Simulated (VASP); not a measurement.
The system is EuAlIr.

```
Eu Al Ir
1.0
     3.96580    0.00000    0.00000
     0.00000    3.96580    0.00000
     0.00000    0.00000    3.89865
Eu Al Ir
1 1 1
Direct
  0.50000 0.50000 0.00000
  0.00000 0.00000 0.00000
  0.00000 0.00000 0.50000
```

* Program: VASP 6.6.1
* Task: relaxation of cell and atoms
* Functional: PBE
* Potentials or basis: VASP PAW PBE potentials, release 64 (Eu, Al, Ir)
* Cutoff: 600 eV
* k mesh: 4 × 4 × 4
* Occupations: gaussian, width 0.1 eV
* Spin: collinear spin, ferromagnetic start
* Starting moments: [7.0, 0.0, 0.0] μB

At the start: pressure 40.1 GPa; volume 20.44 Å³/atom.

Question: Where does the relaxation end?

Answer: Over 12 steps the energy falls by 948.9 meV/atom and the volume is 27.86 Å³/atom (+36.3 %); space group P4/mmm (No. 123, to 0.05 Å); moment 6.77 μB per cell.

The path:
```csv
step,energy change (eV),largest force (eV/Å),pressure (GPa),volume (Å³)
1,0.0000,0.0000,40.14,61.32
2,0.8618,0.0000,-7.29,112.86
3,-2.6037,0.0000,-0.59,79.09
4,-2.6786,0.0000,1.59,76.93
5,-2.6945,0.0000,3.67,75.25
6,-2.6948,0.0000,3.25,75.54
7,-2.8352,0.0000,0.62,81.29
8,-2.8461,0.0000,-0.34,84.08
9,-2.8467,0.0000,-0.14,83.55
10,-2.8467,0.0000,-0.25,83.71
11,-2.8465,0.0000,0.13,83.36
12,-2.8468,0.0000,-0.12,83.57
```

Final structure:
```yaml
crystal:
  lattice:
    - [4.28297, 0.00000, 0.00000]
    - [0.00000, 4.28297, 0.00000]
    - [0.00000, 0.00000, 4.55572]
  atoms:
    - { symbol: Eu, position: [0.50000, 0.50000, 0.00000] }
    - { symbol: Al, position: [0.00000, 0.00000, 0.00000] }
    - { symbol: Ir, position: [0.00000, 0.00000, 0.50000] }
```

Caveat: the k points lie up to 0.37 Å⁻¹ apart in the final cell; the electronic state changed during the relaxation; the volume moved by over 15 % at a fixed basis, so the end points are rough; without U or exact exchange the open f shell lies at the Fermi level, which spoils levels, moments and volumes.
